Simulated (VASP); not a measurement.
CoO:

```xyz
2
Lattice="0.0000 2.1315 2.1315 2.1315 0.0000 2.1315 2.1315 2.1315 0.0000" Properties=species:S:1:pos:R:3 pbc="T T T"
Co    0.0000    0.0000    0.0000
O     2.1315    2.1315    2.1315
```

Base run:

| Quantity | Value |
| --- | --- |
| Program | VASP 6.6.1 |
| Functional | PBE |
| Potentials or basis | VASP PAW PBE potentials, release 64 (Co, O) |
| Cutoff | 520 eV |
| k mesh | 9 × 9 × 9 |
| Occupations | fermi-dirac, width 0.05 eV |
| Spin | collinear spin, ferromagnetic start |
| Starting moments | [3.0, 0.0] μB |
| Fixed moment | 3 μB |

Its results: pressure -1.5 GPa; site moments Co +2.62; O +0.33 μB.

The run is repeated on the same cell with these changes: fixed moment from 3 μB to 0.5 μB; moments at the start from [3.0, 0.0] to [0.5, 0.0]. What comes out?

Pressure -18.4 GPa; site moments Co +0.53; O -0.03 μB.

Caveats: the total moment is fixed, so each spin has its own Fermi level; a cell with one magnetic atom can't hold antiferromagnetic order, which such compounds often take.
